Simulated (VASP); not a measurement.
A run of VASP 6.6.1 is set up as follows.

INCAR

```
PREC = Accurate
ENCUT = 520
EDIFF = 1E-6
ISMEAR = 1
SIGMA = 0.1
LREAL = False
LASPH = True
NELM = 80
ALGO = Normal
ISIF = 2
LWAVE = False
LCHARG = True
GGA = PS
LELF = True
LVHAR = True
NBANDS = 20
```

The input KPOINTS:

```
Automatic mesh
0
Gamma
  6 6 3
```

File POSCAR:

```
MoS2
1.0
    3.2273400000      0.0407500000      0.0029600000
   -1.5783800000      2.8033800000      0.0062500000
    0.0057800000      0.0174500000      6.4273100000
Mo S
1 2
Direct
    0.0064100000      0.9986900000      0.4964200000
    0.3317800000      0.6689500000      0.2568600000
    0.6718919518      0.3327753218      0.7440406022
```

Potentials or basis: VASP PAW PBE potentials, release 64 (Mo_sv, S).

Command:

```console
$ cat potpaw_PBE.64/Mo_sv/POTCAR potpaw_PBE.64/S/POTCAR > POTCAR
$ mpirun -np 1 vasp_std > vasp.out
```

Q: Predict the band gap on the k mesh.

A: Zero (band 13 reaches 7.07 eV, above the bottom of band 14 at 6.15 eV).

Q: What does it give for the largest force?

A: 0.719 eV/Å.

Forces in eV/Å, atoms in the order of the input:
```
Mo  -0.198  0.074  0.572
S    0.336 -0.059  0.133
S   -0.138 -0.015 -0.705
```

Caveat: the k points lie up to 0.37 Å⁻¹ apart; the PAW data sets were made with another functional, which shifts forces and pressure a little.
